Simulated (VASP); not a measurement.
Here is a VASP 6.6.1 calculation.

The input INCAR:

```
SYSTEM = SnO
PREC     = Accurate       ! precision mode
ENCUT    = 520            ! plane-wave cutoff, eV
EDIFF    = 1E-6           ! SCF threshold, eV
ISMEAR   = 0              ! smearing method
SIGMA    = 0.05           ! smearing width, eV
LREAL    = .False.        ! projectors in reciprocal space
LASPH    = .True.         ! aspherical terms in the spheres
NELM     = 60             ! most SCF steps
ALGO     = Normal         ! electronic algorithm
ISIF     = 2              ! what is computed and relaxed
LWAVE    = .False.        ! write WAVECAR
LCHARG   = .False.        ! write CHGCAR
GGA      = PS             ! functional
NBANDS   = 28             ! bands
```

Contents of KPOINTS:

```
regular mesh
0
Gamma
  8 6 8
  0 0 0
```

Contents of POSCAR:

```
SnO
1.0
    3.3156061815      0.0000000000      0.0000000000
    0.0000000000      5.7049851891      0.0000000000
    0.0000000000      0.0000000000      3.8941648049
Sn O
2 2
Direct
   -0.0426532430      0.2585783647      0.5261742991
    0.5000000000      0.7662107192      0.0261742991
    0.0000000000      0.8853564082      0.7238267009
    0.5000000000      0.1146435918      0.2238267009
```

Potentials or basis: VASP PAW PBE potentials, release 64 (Sn_d, O).

The run is started by

```bash
$ cat potpaw_PBE.64/Sn_d/POTCAR potpaw_PBE.64/O/POTCAR > POTCAR
$ mpirun -np 1 vasp_std > vasp.out
```

(1) Predict the largest force.

(2) Estimate the pressure.

(3) Predict the band gap on the k mesh.

Results:

(1) 1.404 eV/Å.

(2) -3.2 GPa.

(3) 1.05 eV (least direct gap 1.70 eV).

Caveat: the cell differs from its parent crystal (atom 1 (Sn) moved -0.200 Å along Cartesian [1 -1 0]); the cell stands under tension; the PAW data sets were made with another functional, which shifts forces and pressure a little; spin-orbit coupling is left out, which moves the levels of the heavy elements.
